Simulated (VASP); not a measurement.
# ZnO (P6_3/mmc) in VASP: a series of runs

Runs on ZnO. Level: PBE+D3(BJ). Tasks: single point.

Program: VASP 6.6.1. These are calculated values, not measurements. Logs are shortened: lines on timing, memory, paths and dates and some standing lists are left out, and cuts for length are marked.

## 1. The cell of the first run

It takes space group P6_3/mmc (No. 194, hexagonal). The conventional cell has a = 3.337 Å, b = 3.337 Å, c = 7.023 Å, α = 90.00°, β = 90.00°, γ = 120.00°. Within 2.6 Å of Zn (site symmetry -6m2) lie 3 O at 1.93 Å. O (site symmetry -6m2) has 3 Zn at 1.93 Å within 2.6 Å.

## 2. Single point, PBE+D3(BJ) (strain +0.015 along x and y, -0.015 along z)

INCAR reads:

```
SYSTEM = ZnO
PREC = Accurate ; ENCUT = 520
EDIFF = 1E-6 ; ISMEAR = 0
SIGMA = 0.05 ; LREAL = .False.
LASPH = .True. ; NELM = 100
ALGO = Normal ; ISIF = 2
LWAVE = .False. ; LCHARG = .False.
GGA = PE ; IVDW = 12
NBANDS = 26
```

KPOINTS reads:

```
regular mesh
0
Gamma
  9 9 4
  0 0 0
```

POSCAR reads:

```
ZnO
1.0
    3.3372866661      0.0000000000      0.0000000000
   -1.6686433330      2.8901750325      0.0000000000
    0.0000000000      0.0000000000      7.0234847298
Zn O
2 2
Direct
    0.0000000000      0.0000000000      0.7500000000
    0.0000000000      0.0000000000      0.2500000000
    0.3333333333      0.6666666667      0.2500000000
    0.6666666667      0.3333333333      0.7500000000
```

Potentials or basis: VASP PAW PBE potentials, release 64 (Zn, O).

Launch:

```bash
cat potpaw_PBE.64/Zn/POTCAR potpaw_PBE.64/O/POTCAR > POTCAR
mpirun -np 1 vasp_std > vasp.out
```

OUTCAR:

```text
SYSTEM = ZnO
   PREC = Accurate
   ENCUT = 520
   EDIFF = 1E-6
   ISMEAR = 0
   LREAL = .False.
   LASPH = .True.
   NELM = 100
   ISIF = 2
   GGA = PE
   IVDW = 12
 IVDW          = 12

 ion  position               nearest neighbor table
   1  0.000  0.000  0.750-   4 1.93   4 1.93   4 1.93
   2  0.000  0.000  0.250-   3 1.93   3 1.93   3 1.93
   3  0.333  0.667  0.250-   2 1.93   2 1.93   2 1.93
   4  0.667  0.333  0.750-   1 1.93   1 1.93   1 1.93

  LATTYP: Found a hexagonal cell.
 ALAT       =     3.3372866661
 C/A-ratio  =     2.1045494237

  Lattice vectors:

 A1 = (   3.3372866661,   0.0000000000,   0.0000000000)
 A2 = (  -1.6686433330,   2.8901750325,   0.0000000000)
 A3 = (   0.0000000000,   0.0000000000,   7.0234847298)

Analysis of symmetry for initial positions (statically):
=====================================================================
 Subroutine PRICEL returns:
 Original cell was already a primitive cell.

 Routine SETGRP: Setting up the symmetry group for a
 hexagonal supercell.

 Subroutine GETGRP returns: Found 24 space group operations
 (whereof 12 operations were pure point group operations)
 out of a pool of 24 trial point group operations.

The static configuration has the point symmetry D_3d.
 The point group associated with its full space group is D_6h.

Analysis of symmetry for dynamics (positions and initial velocities):
=====================================================================
 Subroutine PRICEL returns:
 Original cell was already a primitive cell.

 Routine SETGRP: Setting up the symmetry group for a
 hexagonal supercell.

 Subroutine GETGRP returns: Found 24 space group operations
 (whereof 12 operations were pure point group operations)
 out of a pool of 24 trial point group operations.

The dynamic configuration has the point symmetry D_3d.
 The point group associated with its full space group is D_6h.

 Subroutine INISYM returns: Found 24 space group operations
 (whereof 12 operations are pure point group operations),
 and found     1 'primitive' translations

----------------------------------------------------------------------------------------

                                     Primitive cell

  volume of cell :      67.7439

  direct lattice vectors                    reciprocal lattice vectors
     3.337286666  0.000000000  0.000000000     0.299644622  0.172999903  0.000000000
    -1.668643333  2.890175033  0.000000000     0.000000000  0.345999806  0.000000000
     0.000000000  0.000000000  7.023484730     0.000000000  0.000000000  0.142379465

  length of vectors
     3.337286666  3.337286666  7.023484730     0.345999806  0.345999806  0.142379465

  position of ions in fractional coordinates (direct lattice)
     0.000000000  0.000000000  0.750000000
     0.000000000  0.000000000  0.250000000
     0.333333333  0.666666667  0.250000000
     0.666666667  0.333333333  0.750000000

  ion indices of the primitive-cell ions
   primitive index   ion index
                 1           1
                 2           2
                 3           3
                 4           4

----------------------------------------------------------------------------------------

 KPOINTS: regular mesh

Automatic generation of k-mesh.
 Grid dimensions read from file:
 generate k-points for:    9    9    4

 Generating k-lattice:

  Cartesian coordinates                     Fractional coordinates (reciprocal lattice)
     0.033293847  0.019222211  0.000000000     0.111111111  0.000000000  0.000000000
     0.000000000  0.038444423  0.000000000     0.000000000  0.111111111  0.000000000
     0.000000000  0.000000000  0.035594866     0.000000000  0.000000000  0.250000000

  Length of vectors
     0.038444423  0.038444423  0.035594866

  Shift w.r.t. Gamma in fractional coordinates (k-lattice)
     0.000000000  0.000000000  0.000000000

 Subroutine IBZKPT returns following result:
 ===========================================

 Found     36 irreducible k-points:

 Following reciprocal coordinates:
            Coordinates               Weight
  0.000000  0.000000  0.000000      1.000000
  0.111111 -0.000000  0.000000      6.000000
  0.222222  0.000000  0.000000      6.000000
  0.333333  0.000000  0.000000      6.000000
  0.444444  0.000000  0.000000      6.000000
  0.111111  0.111111  0.000000      6.000000
[... 16 lines left out ...]
  0.333333  0.222222  0.250000     24.000000
  0.333333  0.333333  0.250000      4.000000
 [... further k-points ...]
   k-points           NKPTS =     36   k-points in BZ     NKDIM =     36   number of bands    NBANDS=     26
   number of dos      NEDOS =    301   number of ions     NIONS =      4
   total plane-waves  NPLWV =  42336
   dimension x,y,z NGX =    28 NGY =   28 NGZ =   54
   dimension x,y,z NGXF=    56 NGYF=   56 NGZF=  108
   ions per type =               2   2
   NGX,Y,Z   is equivalent  to a cutoff of  13.95, 13.95, 12.78 a.u.
   NGXF,Y,Z  is equivalent  to a cutoff of  27.90, 27.90, 25.56 a.u.
 SYSTEM =  ZnO
   PREC   = accura    normal or accurate (medium, high low for compatibility)
   ISTART =      0    job   : 0-new  1-cont  2-samecut
   ICHARG =      2    charge: 1-file 2-atom 10-const
   ISPIN  =      1    spin polarized calculation?
   LNONCOLLINEAR =      F non collinear calculations
   LSORBIT =      F    spin-orbit coupling
   LASPH  =      T    aspherical Exc in radial PAW
   ENCUT  =  520.0 eV  38.22 Ry    6.18 a.u.   6.21  6.21 13.06*2*pi/ulx,y,z
   NELM   =    100;   NELMIN=  2; NELMDL= -5     # of ELM steps
   EDIFF  = 0.1E-05   stopping-criterion for ELM
   LREAL  =      F    real-space projection
   EDIFFG = 0.1E-04   stopping-criterion for IOM
   NSW    =      0    number of steps for IOM
   IBRION =     -1    ionic relax: 0-MD 1-quasi-New 2-CG
   NFREE  =      0    steps in history (QN), initial steepest desc. (CG)
   ISIF   =      2    stress and relaxation
   ISYM   =      2    0-nonsym 1-usesym 2-fastsym
   POTIM  = 0.5000    time-step for ionic-motion
   TEBEG  =    0.0;   TEEND  =   0.0 temperature during run
   PSTRESS=    0.0 pullay stress
   NELECT =      36.0000    total number of electrons
   NUPDOWN=      -1.0000    fix difference up-down
   EMIN   =  10.00;   EMAX   =-10.00  energy-range for DOS
   EFERMI =   0.00;   METHOD = LEGACY
   ISMEAR =     0;   SIGMA  =   0.05  broadening in eV -4-tet -1-fermi 0-gaus
   EFERMI_NEDOS =   21; number of points for ismear=-14 and -15
   IALGO  =     38    algorithm
   IMIX   =      4    mixing-type and parameters
     AMIX     =   0.40;   BMIX     =  1.00
     AMIX_MAG =   1.60;   BMIX_MAG =  1.00
  volume/ion in A,a.u.               =      16.94       114.29
  Fermi-wavevector in a.u.,A,eV,Ry     =   1.326027  2.505827 23.923757  1.758347
  Thomas-Fermi vector in A             =   2.455444
   LORBIT       =      0    0 simple, 1 ext, 2 COOP (PROOUT), +10 PAW based schemes
   GGA     = PE    functional components
   LHFCALC =     F    Hartree Fock is set to
   AEXX    =    0.0000 exact exchange contribution
   IVDW    =    12    specifies the selected vdW correction
   LEPSILON=     F    determine dielectric tensor
   LRPA    =     F    only Hartree local field effects (RPA)
 non-spin polarized calculation
 Gauss-broadening in eV      SIGMA  =   0.05
  energy-cutoff  :      520.00
  volume of cell :       67.74
 maximum number of plane-waves:      1844
 NGX is ok and might be reduce to    28
   NGX = 13   NGY = 13   NGZ = 27

 number of electron      35.9999993 magnetization

 Free energy of the ion-electron system (eV)
  ---------------------------------------------------
  ext. energy  EPLUGINS =         0.00000000
  ---------------------------------------------------
  free energy    TOTEN  =       -16.93063287 eV

  energy without entropy =      -16.93063287  energy(sigma->0) =      -16.93063287

 E-fermi :  -0.7057     XC(G=0):  -8.9024

 val. band max:       -0.9681176527   @ k =   0.0000   0.0000   0.0000
 cond. band min:      -0.1906988694   @ k =   0.0000   0.0000   0.0000
 fundamental gap:      0.7774187833
 Fermi energy:        -0.7056683955

 k-point     1 :       0.0000    0.0000    0.0000
  band No.  band energies     occupation
      1     -18.1140      2.00000
      2     -18.0253      2.00000
      3      -6.8450      2.00000
      4      -6.8450      2.00000
      5      -6.8279      2.00000
      6      -6.8279      2.00000
[... 18 lines left out ...]
     25      11.5678      0.00000
     26      12.4391      0.00000

 k-point     2 :       0.1111   -0.0000    0.0000
  band No.  band energies     occupation
      1     -18.0626      2.00000
      2     -17.9788      2.00000
      3      -6.8623      2.00000
      4      -6.8477      2.00000
      5      -6.7699      2.00000
      6      -6.7528      2.00000
[... 18 lines left out ...]
     25      11.5528      0.00000
     26      11.7824      0.00000

 k-point     3 :       0.2222    0.0000    0.0000
  band No.  band energies     occupation
      1     -17.9291      2.00000
      2     -17.8599      2.00000
      3      -6.8684      2.00000
      4      -6.8595      2.00000
      5      -6.5609      2.00000
      6      -6.5444      2.00000
[... 18 lines left out ...]
     25      11.4618      0.00000
     26      12.2825      0.00000

 k-point     4 :       0.3333    0.0000    0.0000
  band No.  band energies     occupation
      1     -17.7707      2.00000
      2     -17.7232      2.00000
      3      -6.7851      2.00000
      4      -6.7804      2.00000
      5      -6.2779      2.00000
      6      -6.2642      2.00000
[... 18 lines left out ...]
     25      11.2377      0.00000
     26      12.4583      0.00000
[... 496 lines left out ...]
      1     -17.6956      2.00000
      2     -17.6696      2.00000
      3      -6.6953      2.00000
      4      -6.6923      2.00000
      5      -6.0978      2.00000
      6      -6.0764      2.00000
[... 18 lines left out ...]
     25       9.9637      0.00000
     26      11.2497      0.00000

 k-point    23 :       0.3333    0.2222    0.2500
  band No.  band energies     occupation
      1     -17.6137      2.00000
      2     -17.6018      2.00000
      3      -6.5326      2.00000
      4      -6.5259      2.00000
      5      -6.1154      2.00000
      6      -6.0446      2.00000
[... 18 lines left out ...]
     25       9.4662      0.00000
     26      10.1783      0.00000

 k-point    24 :       0.3333    0.3333    0.2500
  band No.  band energies     occupation
      1     -17.5824      2.00000
      2     -17.5824      2.00000
      3      -6.4556      2.00000
      4      -6.4421      2.00000
      5      -6.0819      2.00000
      6      -6.0819      2.00000
[... 18 lines left out ...]
     25       8.9139      0.00000
     26       9.4817      0.00000

 [... further k-points ...]

------------------------ aborting loop because EDIFF is reached ----------------------------------------

 Edisp (eV)   -0.61537

 E8    (eV) :    -0.2317

  FORCE on cell =-STRESS in cart. coord.  units (eV):
  Direction    XX          YY          ZZ          XY          YZ          ZX
  --------------------------------------------------------------------------------------
  -------------------------------------------------------------------------------------
  Total      -2.98056    -2.98056    -0.63612    -0.00000     0.00000    -0.00000
  in kB     -70.49182   -70.49182   -15.04448    -0.00000     0.00000    -0.00000
  external pressure =      -52.01 kB  Pullay stress =        0.00 kB

 VOLUME and BASIS-vectors are now :
 -----------------------------------------------------------------------------
  energy-cutoff  :      520.00
  volume of cell :       67.74
      direct lattice vectors                 reciprocal lattice vectors
     3.337286666  0.000000000  0.000000000     0.299644622  0.172999903  0.000000000
    -1.668643333  2.890175033  0.000000000     0.000000000  0.345999806  0.000000000
     0.000000000  0.000000000  7.023484730     0.000000000  0.000000000  0.142379465

 POSITION                                       TOTAL-FORCE (eV/Angst)
 -----------------------------------------------------------------------------------
      0.00000      0.00000      5.26761         0.000000      0.000000     -0.000000
      0.00000      0.00000      1.75587         0.000000      0.000000      0.000000
     -0.00000      1.92678      1.75587        -0.000000     -0.000000     -0.000000
      1.66864      0.96339      5.26761        -0.000000      0.000000      0.000000
 -----------------------------------------------------------------------------------
    total drift:                                0.000000     -0.000000      0.000000

  FREE ENERGIE OF THE ION-ELECTRON SYSTEM (eV)
  ---------------------------------------------------
  free  energy   TOTEN  =       -17.5459987881 eV

  energy  without entropy=      -17.5459987881  energy(sigma->0) =      -17.54599879
```

It took 1.9 min on 1 thread of Intel Xeon 8259CL, shared host; peak memory 0.23 GiB.

What came out:

```
Free energy                : -17.5460 eV
Pressure                   : -5.2 GPa
Band gap on the k mesh     : 0.78 eV
Dispersion energy per atom : -0.154 eV
```

Stress tensor (GPa, compression positive):
```
-7.05  0.00  0.00
 0.00 -7.05  0.00
 0.00  0.00 -1.50
```

Levels at points of the mesh, in eV from the valence-band top:
```csv
k point,band 16,band 17,band 18,band 19,band 20,band 21
"(0.00, 0.00, 0.00)",-0.01,0.00,0.00,0.78,3.34,5.27
"(0.00, 0.00, 0.50)",0.00,0.00,0.00,1.93,1.93,7.40
```

Caveat: the cell differs from its parent crystal (strain +0.015 along x and y, -0.015 along z); the cell stands under tension; an odd mesh through Γ misses points on the zone boundary, where band edges can lie.

## 3. Single point, PBE+D3(BJ) (strain +0.000 along x and y, +0.030 along z)

INCAR reads:

```
SYSTEM = ZnO
PREC = Accurate
ENCUT = 520
EDIFF = 1E-7
ISMEAR = 0
SIGMA = 0.05
LREAL = .FALSE.
LASPH = .TRUE.
NELM = 80
ALGO = Normal
ISIF = 2
LWAVE = .FALSE.
LCHARG = .FALSE.
GGA = PE
IVDW = 12
NBANDS = 26
```

KPOINTS reads:

```
regular mesh
0
G
  9 9 4
  0 0 0
```

POSCAR reads:

```
ZnO
1.0
    3.2879671587      0.0000000000      0.0000000000
   -1.6439835793      2.8474630862      0.0000000000
    0.0000000000      0.0000000000      7.3443545905
Zn O
2 2
Direct
    0.0000000000      0.0000000000      0.7500000000
    0.0000000000      0.0000000000      0.2500000000
    0.3333333333      0.6666666667      0.2500000000
    0.6666666667      0.3333333333      0.7500000000
```

Potentials or basis: VASP PAW PBE potentials, release 64 (Zn, O).

Launch:

```bash
cat potpaw_PBE.64/Zn/POTCAR potpaw_PBE.64/O/POTCAR > POTCAR
mpirun -np 1 vasp_std > vasp.out
```

Wall time 93 s (1 thread of Intel Xeon 8259CL, shared host); peak memory 0.21 GiB.

The run converged. Its results:

| Item | Value |
| --- | --- |
| Free energy | -17.5708 eV |
| Pressure | -1.5 GPa |
| Band gap on the k mesh | 0.86 eV |
| Dispersion energy per atom | -0.150 eV |

Stress tensor (GPa, compression positive):
```
-1.47  0.00  0.00
 0.00 -1.47  0.00
 0.00  0.00 -1.65
```

Levels at points of the mesh, in eV from the valence-band top:
| k point | band 16 | band 17 | band 18 | band 19 | band 20 | band 21 |
| --- | --- | --- | --- | --- | --- | --- |
| (0.00, 0.00, 0.00) | -0.01 | 0.00 | 0.00 | 0.86 | 3.21 | 5.08 |
| (0.00, 0.00, 0.50) | 0.00 | 0.00 | 0.00 | 1.89 | 1.89 | 7.03 |

Caveat: the cell differs from its parent crystal (strain +0.000 along x and y, +0.030 along z); an odd mesh through Γ misses points on the zone boundary, where band edges can lie.

## 4. Single point, PBE+D3(BJ) (strain +0.030 along x and y, -0.030 along z)

INCAR reads:

```
  PREC = Accurate
  ENCUT = 520
  EDIFF = 1E-6
  ISMEAR = 0
  SIGMA = 0.05
  LREAL = False
  LASPH = True
  NELM = 80
  ALGO = Normal
  ISIF = 2
  LWAVE = False
  LCHARG = False
  GGA = PE
  IVDW = 12
  NBANDS = 26
```

KPOINTS reads:

```
regular mesh
0
Gamma
  9 9 4
```

POSCAR reads:

```
ZnO
1.0
    3.3866061734      0.0000000000      0.0000000000
   -1.6933030867      2.9328869788      0.0000000000
    0.0000000000      0.0000000000      6.9165281095
Zn O
2 2
Direct
    0.0000000000      0.0000000000      0.7500000000
    0.0000000000      0.0000000000      0.2500000000
    0.3333333333      0.6666666667      0.2500000000
    0.6666666667      0.3333333333      0.7500000000
```

Launch:

```bash
cat potpaw_PBE.64/Zn/POTCAR potpaw_PBE.64/O/POTCAR > POTCAR
mpirun -np 1 vasp_std > vasp.out
```

Run time: 1.9 min. Hardware: 1 thread of Intel Xeon 8259CL, shared host; peak memory 0.23 GiB.

The run converged. Its results:

```yaml
Free_energy: -17.4376 eV
Pressure: -8.3 GPa
Band_gap_on_the_k_mesh: 0.72 eV
Dispersion_energy_per_atom: -0.152 eV
```

Stress tensor (GPa, compression positive):
```
-11.80   0.00   0.00
  0.00 -11.80   0.00
  0.00   0.00  -1.43
```

Levels at points of the mesh, in eV from the valence-band top:
```
           k point  band 16  band 17  band 18  band 19  band 20  band 21
(0.00, 0.00, 0.00)    -0.01     0.00     0.00     0.72     3.32     5.35
(0.00, 0.00, 0.50)     0.00     0.00     0.00     1.92     1.92     7.54
```

Caveat: the cell differs from its parent crystal (strain +0.030 along x and y, -0.030 along z); the cell stands under tension; an odd mesh through Γ misses points on the zone boundary, where band edges can lie.

## 5. Single point, PBE+D3(BJ) (strain +0.015 along x and y, +0.000 along z)

INCAR reads:

```
SYSTEM = ZnO
PREC = Accurate
ENCUT = 520
EDIFF = 1E-6
ISMEAR = 0
SIGMA = 0.05
LREAL = .FALSE.
LASPH = .TRUE.
NELM = 100
ALGO = Normal
ISIF = 2
LWAVE = .FALSE.
LCHARG = .FALSE.
GGA = PE
IVDW = 12
NBANDS = 26
```

KPOINTS reads:

```
regular mesh
0
G
  9 9 4
  0 0 0
```

POSCAR reads:

```
ZnO
1.0
    3.3372866661      0.0000000000      0.0000000000
   -1.6686433330      2.8901750325      0.0000000000
    0.0000000000      0.0000000000      7.1304413500
Zn O
2 2
Direct
    0.0000000000      0.0000000000      0.7500000000
    0.0000000000      0.0000000000      0.2500000000
    0.3333333333      0.6666666667      0.2500000000
    0.6666666667      0.3333333333      0.7500000000
```

Launch:

```bash
cat potpaw_PBE.64/Zn/POTCAR potpaw_PBE.64/O/POTCAR > POTCAR
mpirun -np 1 vasp_std > vasp.out
```

Wall time 1.8 min (1 thread of Intel Xeon 8259CL, shared host); peak memory 0.23 GiB.

Results (log left out):

```yaml
Free_energy: -17.5367 eV
Pressure: -5.1 GPa
Band_gap_on_the_k_mesh: 0.80 eV
Dispersion_energy_per_atom: -0.151 eV
```

Stress tensor (GPa, compression positive):
```
-6.94  0.00  0.00
 0.00 -6.94  0.00
 0.00  0.00 -1.53
```

Levels at points of the mesh, in eV from the valence-band top:
| k point | band 15 | band 16 | band 17 | band 18 | band 19 | band 20 | band 21 | band 22 |
| --- | --- | --- | --- | --- | --- | --- | --- | --- |
| (0.00, 0.00, 0.00) | -0.01 | -0.01 | 0.00 | 0.00 | 0.80 | 3.26 | 5.23 | 10.95 |
| (0.00, 0.00, 0.50) | 0.00 | 0.00 | 0.00 | 0.00 | 1.91 | 1.91 | 7.28 | 7.28 |

Caveat: the cell differs from its parent crystal (strain +0.015 along x and y, +0.000 along z); the cell stands under tension; an odd mesh through Γ misses points on the zone boundary, where band edges can lie.

## 6. Summary

```csv
cell,gap on the mesh (eV),pressure (GPa)
"a = 3.337, b = 3.337, c = 7.023 Å, angles 90.0, 90.0, 120.0°, 4 atoms",0.78,-5.2
"a = 3.288, b = 3.288, c = 7.344 Å, angles 90.0, 90.0, 120.0°, 4 atoms",0.86,-1.5
"a = 3.387, b = 3.387, c = 6.917 Å, angles 90.0, 90.0, 120.0°, 4 atoms",0.72,-8.3
"a = 3.337, b = 3.337, c = 7.130 Å, angles 90.0, 90.0, 120.0°, 4 atoms",0.80,-5.1
```

Alike in all rows: task single point; level PBE+D3(BJ); potentials or basis VASP PAW PBE potentials, release 64 (Zn, O); no spin polarisation; k mesh 9 × 9 × 4; cutoff (eV) 520; smearing gaussian 0.05 eV.

Caveats: an odd mesh through Γ misses points on the zone boundary, where band edges can lie; the cell stands under tension (at least some runs).

Absolute energies hang on the potentials; compare differences alone.
